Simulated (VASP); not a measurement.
# Ta2BeP4 (P4/mmm) in VASP: a series of runs, part 2 of 2

VASP 6.6.1. Earlier steps stand in the parts before.

### Step 3. Relaxation of cell and atoms, PBE

This run uses another cell than the first one, of 14.54 Å³/atom, 1.005 times its volume.

Contents of INCAR:

```
SYSTEM = Ta2BeP4
PREC = Accurate
ENCUT = 600
EDIFF = 1E-7
ISMEAR = 0
SIGMA = 0.1
LREAL = .FALSE.
LASPH = .TRUE.
NELM = 100
ALGO = Normal
ISIF = 3
LWAVE = .FALSE.
LCHARG = .FALSE.
GGA = PE
IBRION = 2
NSW = 100
EDIFFG = -0.01
```

Contents of KPOINTS:

```
regular mesh
0
G
  10 10 6
  0 0 0
```

Contents of POSCAR:

```
Ta2BeP4
1.0
    3.6963273625      0.0000000000      0.0000000000
    0.0000000000      3.6963273625      0.0000000000
    0.0000000000      0.0000000000      7.4491463477
Ta Be P
2 1 4
Direct
    0.5000000000      0.5000000000      0.0000000000
    0.0000000000      0.0000000000      0.5000000000
    0.0000000000      0.0000000000      0.0000000000
    0.5000000000      0.0000000000      0.2550541534
    0.0000000000      0.5000000000      0.2550541534
    0.5000000000      0.0000000000      0.7449458466
    0.0000000000      0.5000000000      0.7449458466
```

Potentials or basis: VASP PAW PBE potentials, release 64 (Ta_pv, Be, P).

Started as:

```sh
$ cat potpaw_PBE.64/Ta_pv/POTCAR potpaw_PBE.64/Be/POTCAR potpaw_PBE.64/P/POTCAR > POTCAR
$ mpirun -np 1 vasp_std > vasp.out
```

OUTCAR:

```text
SYSTEM = Ta2BeP4
   PREC = Accurate
   ENCUT = 600
   EDIFF = 1E-7
   ISMEAR = 0
   LREAL = .FALSE.
   LASPH = .TRUE.
   NELM = 100
   ISIF = 3
   GGA = PE
   IBRION = 2
   NSW = 100
   EDIFFG = -0.01

 ion  position               nearest neighbor table
   1  0.500  0.500  0.000-   3 2.61   3 2.61   3 2.61   3 2.61   7 2.65   4 2.65   4 2.65   6 2.65
                             5 2.65   5 2.65   7 2.65   6 2.65
   2  0.000  0.000  0.500-   4 2.60   5 2.60   6 2.60   7 2.60   5 2.60   7 2.60   4 2.60   6 2.60

   3  0.000  0.000  0.000-   1 2.61   1 2.61   1 2.61   1 2.61   7 2.65   4 2.65   5 2.65   7 2.65
                             5 2.65   4 2.65   6 2.65   6 2.65
   4  0.500  0.000  0.255-   2 2.60   2 2.60   5 2.61   5 2.61   5 2.61   5 2.61   1 2.65   3 2.65
                             1 2.65   3 2.65
   5  0.000  0.500  0.255-   2 2.60   2 2.60   4 2.61   4 2.61   4 2.61   4 2.61   1 2.65   1 2.65
                             3 2.65   3 2.65
   6  0.500  0.000  0.745-   2 2.60   2 2.60   7 2.61   7 2.61   7 2.61   7 2.61   1 2.65   3 2.65
                             1 2.65   3 2.65
   7  0.000  0.500  0.745-   2 2.60   2 2.60   6 2.61   6 2.61   6 2.61   6 2.61   1 2.65   1 2.65
                             3 2.65   3 2.65

  LATTYP: Found a simple tetragonal cell.
 ALAT       =     3.6963273625
 C/A-ratio  =     2.0152831763

  Lattice vectors:

 A1 = (   3.6963273625,   0.0000000000,   0.0000000000)
 A2 = (   0.0000000000,   3.6963273625,   0.0000000000)
 A3 = (   0.0000000000,   0.0000000000,   7.4491463477)

Analysis of symmetry for initial positions (statically):
=====================================================================
 Subroutine PRICEL returns:
 Original cell was already a primitive cell.

 Routine SETGRP: Setting up the symmetry group for a
 simple tetragonal supercell.

 Subroutine GETGRP returns: Found 16 space group operations
 (whereof 16 operations were pure point group operations)
 out of a pool of 16 trial point group operations.

The static configuration has the point symmetry D_4h.

Analysis of symmetry for dynamics (positions and initial velocities):
=====================================================================
 Subroutine PRICEL returns:
 Original cell was already a primitive cell.

 Routine SETGRP: Setting up the symmetry group for a
 simple tetragonal supercell.

 Subroutine GETGRP returns: Found 16 space group operations
 (whereof 16 operations were pure point group operations)
 out of a pool of 16 trial point group operations.

The dynamic configuration has the point symmetry D_4h.

 Subroutine INISYM returns: Found 16 space group operations
 (whereof 16 operations are pure point group operations),
 and found     1 'primitive' translations

----------------------------------------------------------------------------------------

                                     Primitive cell

  volume of cell :     101.7765

  direct lattice vectors                    reciprocal lattice vectors
     3.696327362  0.000000000  0.000000000     0.270538808  0.000000000  0.000000000
     0.000000000  3.696327362  0.000000000     0.000000000  0.270538808  0.000000000
     0.000000000  0.000000000  7.449146348     0.000000000  0.000000000  0.134243570

  length of vectors
[... 75 lines left out ...]
   number of dos      NEDOS =    301   number of ions     NIONS =      7
   total plane-waves  NPLWV =  54000
   dimension x,y,z NGX =    30 NGY =   30 NGZ =   60
   dimension x,y,z NGXF=    60 NGYF=   60 NGZF=  120
   ions per type =               2   1   4
   NGX,Y,Z   is equivalent  to a cutoff of  13.49, 13.49, 13.39 a.u.
   NGXF,Y,Z  is equivalent  to a cutoff of  26.99, 26.99, 26.78 a.u.
 SYSTEM =  Ta2BeP4
   PREC   = accura    normal or accurate (medium, high low for compatibility)
   ISTART =      0    job   : 0-new  1-cont  2-samecut
   ICHARG =      2    charge: 1-file 2-atom 10-const
   ISPIN  =      1    spin polarized calculation?
   LNONCOLLINEAR =      F non collinear calculations
   LSORBIT =      F    spin-orbit coupling
   LASPH  =      T    aspherical Exc in radial PAW
   ENCUT  =  600.0 eV  44.10 Ry    6.64 a.u.   7.38  7.38 14.88*2*pi/ulx,y,z
   NELM   =    100;   NELMIN=  2; NELMDL= -5     # of ELM steps
   EDIFF  = 0.1E-06   stopping-criterion for ELM
   LREAL  =      F    real-space projection
   EDIFFG = -.1E-01   stopping-criterion for IOM
   NSW    =    100    number of steps for IOM
   IBRION =      2    ionic relax: 0-MD 1-quasi-New 2-CG
   NFREE  =      1    steps in history (QN), initial steepest desc. (CG)
   ISIF   =      3    stress and relaxation
   ISYM   =      2    0-nonsym 1-usesym 2-fastsym
   POTIM  = 0.5000    time-step for ionic-motion
   TEBEG  =    0.0;   TEEND  =   0.0 temperature during run
   PSTRESS=    0.0 pullay stress
   NELECT =      44.0000    total number of electrons
   NUPDOWN=      -1.0000    fix difference up-down
   EMIN   =  10.00;   EMAX   =-10.00  energy-range for DOS
   EFERMI =   0.00;   METHOD = LEGACY
   ISMEAR =     0;   SIGMA  =   0.10  broadening in eV -4-tet -1-fermi 0-gaus
   EFERMI_NEDOS =   21; number of points for ismear=-14 and -15
   IALGO  =     38    algorithm
   IMIX   =      4    mixing-type and parameters
     AMIX     =   0.40;   BMIX     =  1.00
     AMIX_MAG =   1.60;   BMIX_MAG =  1.00
  volume/ion in A,a.u.               =      14.54        98.12
  Fermi-wavevector in a.u.,A,eV,Ry     =   1.237874  2.339244 20.848659  1.532333
  Thomas-Fermi vector in A             =   2.372423
   LORBIT       =      0    0 simple, 1 ext, 2 COOP (PROOUT), +10 PAW based schemes
   GGA     = PE    functional components
   LHFCALC =     F    Hartree Fock is set to
   AEXX    =    0.0000 exact exchange contribution
   IVDW    =     0    specifies the selected vdW correction
   LEPSILON=     F    determine dielectric tensor
   LRPA    =     F    only Hartree local field effects (RPA)
 conjugate gradient relaxation of ions
 non-spin polarized calculation
 Gauss-broadening in eV      SIGMA  =   0.10
  energy-cutoff  :      600.00
  volume of cell :      101.78
 maximum number of plane-waves:      3450
 NGX is ok and might be reduce to    30
   NGX = 15   NGY = 15   NGZ = 29

--------------------------------------- Ionic step        1  -------------------------------------------

 number of electron      44.0000002 magnetization

 Free energy of the ion-electron system (eV)
  ---------------------------------------------------
  ext. energy  EPLUGINS =         0.00000000
  ---------------------------------------------------
  free energy    TOTEN  =       -49.27269407 eV

  energy without entropy =      -49.25304695  energy(sigma->0) =      -49.26287051

------------------------ aborting loop because EDIFF is reached ----------------------------------------

  FORCE on cell =-STRESS in cart. coord.  units (eV):
  Direction    XX          YY          ZZ          XY          YZ          ZX
  --------------------------------------------------------------------------------------
  -------------------------------------------------------------------------------------
  Total       -0.3014924     -0.3014924      0.4582704      0.0000000     -0.0000000      0.0000000
  in kB       -4.7461288     -4.7461288      7.2141471      0.0000000     -0.0000000      0.0000000
  external PRESSURE =      -0.7593702 kB  Pullay stress =       0.0000000 kB
[... 192 lines left out ...]
--------------------------------------- Ionic step        6  -------------------------------------------

 number of electron      44.0000005 magnetization

 Free energy of the ion-electron system (eV)
  ---------------------------------------------------
  ext. energy  EPLUGINS =         0.00000000
  ---------------------------------------------------
  free energy    TOTEN  =       -49.27687057 eV

  energy without entropy =      -49.25717494  energy(sigma->0) =      -49.26702275

 E-fermi :   8.8722     XC(G=0): -11.7036

 val. band max:        8.8690276193   @ k =   0.2000   0.2000   0.5000
 cond. band min:       8.8774223427   @ k =   0.4000   0.3000   0.0000
 fundamental gap:      0.0083947235
 Fermi energy:         8.8722131589

 k-point     1 :       0.0000    0.0000    0.0000
  band No.  band energies     occupation
      1     -26.3147      2.00000
      2     -26.2633      2.00000
      3     -26.2633      2.00000
      4     -26.1813      2.00000
      5     -26.1268      2.00000
      6     -26.1268      2.00000
[... 685 lines left out ...]
     25       9.8823      0.00000
     26      10.0765      0.00000

 [... further k-points ...]

------------------------ aborting loop because EDIFF is reached ----------------------------------------

  FORCE on cell =-STRESS in cart. coord.  units (eV):
  Direction    XX          YY          ZZ          XY          YZ          ZX
  --------------------------------------------------------------------------------------
  -------------------------------------------------------------------------------------
  Total        0.0119204      0.0119204      0.0074995      0.0000000     -0.0000000      0.0000000
  in kB        0.1885900      0.1885900      0.1186485      0.0000000     -0.0000000      0.0000000
  external PRESSURE =       0.1652762 kB  Pullay stress =       0.0000000 kB
[... 22 lines left out ...]
  FREE ENERGIE OF THE ION-ELECTRON SYSTEM (eV)
  ---------------------------------------------------
  free  energy   TOTEN  =       -49.2768705711 eV

  energy  without entropy=      -49.2571749359  energy(sigma->0) =      -49.26702275

 reached required accuracy - stopping structural energy minimisation
```

Run time: 16 min. Hardware: 1 thread of Intel Xeon Platinum 8259CL at 2.50GHz (Skylake/Cascade Lake), shared host; peak memory 0.41 GiB.

Results:

* Free energy: -49.2769 eV
* Relaxed volume: 14.47 Å³/atom
* Relaxed cell: a = 3.671 Å, b = 3.671 Å, c = 7.513 Å, α = 90.00°, β = 90.00°, γ = 90.00°
* Space group after relaxing (to 0.05 Å): P4/mmm (No. 123)
* Energy gained by relaxing: 0.6 meV/atom
* Ionic steps: 6
* Pressure after relaxing: 0.0 GPa
* Largest force after relaxing: 0.006 eV/Å
* Band gap on the k mesh: zero (band 22 reaches 10.11 eV, above the bottom of band 23 at 7.87 eV)

Forces in eV/Å, atoms in the order of the input:
```
Ta   0.000  0.000  0.000
Ta   0.000  0.000  0.000
Be   0.000  0.000  0.000
P    0.000  0.000  0.006
P    0.000  0.000  0.006
P    0.000  0.000 -0.006
P    0.000  0.000 -0.006
```

Step by step:
| step | energy change (eV) | largest force (eV/Å) | pressure (GPa) | volume (Å³) |
| --- | --- | --- | --- | --- |
| 1 | 0.0000 | 0.0402 | -0.08 | 101.78 |
| 2 | -0.0024 | 0.0098 | -0.15 | 101.67 |
| 3 | -0.0037 | 0.0357 | -0.26 | 101.51 |
| 4 | -0.0038 | 0.0208 | 0.38 | 101.02 |
| 5 | -0.0040 | 0.0278 | 0.08 | 101.25 |
| 6 | -0.0042 | 0.0060 | 0.02 | 101.27 |

Final structure:
```cif
data_structure
_symmetry_space_group_name_H-M 'P 1'
_symmetry_Int_Tables_number 1
_cell_length_a 3.6715
_cell_length_b 3.6715
_cell_length_c 7.5127
_cell_angle_alpha 90.000
_cell_angle_beta 90.000
_cell_angle_gamma 90.000
_cell_volume 101.27
loop_
_atom_site_label
_atom_site_type_symbol
_atom_site_fract_x
_atom_site_fract_y
_atom_site_fract_z
_atom_site_occupancy
Ta1 Ta 0.50000 0.50000 0.00000 1
Ta2 Ta 0.00000 0.00000 0.50000 1
Be1 Be 0.00000 0.00000 0.00000 1
P1 P 0.50000 0.00000 0.25476 1
P2 P 0.00000 0.50000 0.25476 1
P3 P 0.50000 0.00000 0.74524 1
P4 P 0.00000 0.50000 0.74524 1
```

Caveat: spin-orbit coupling is left out, which moves the levels of the heavy elements.
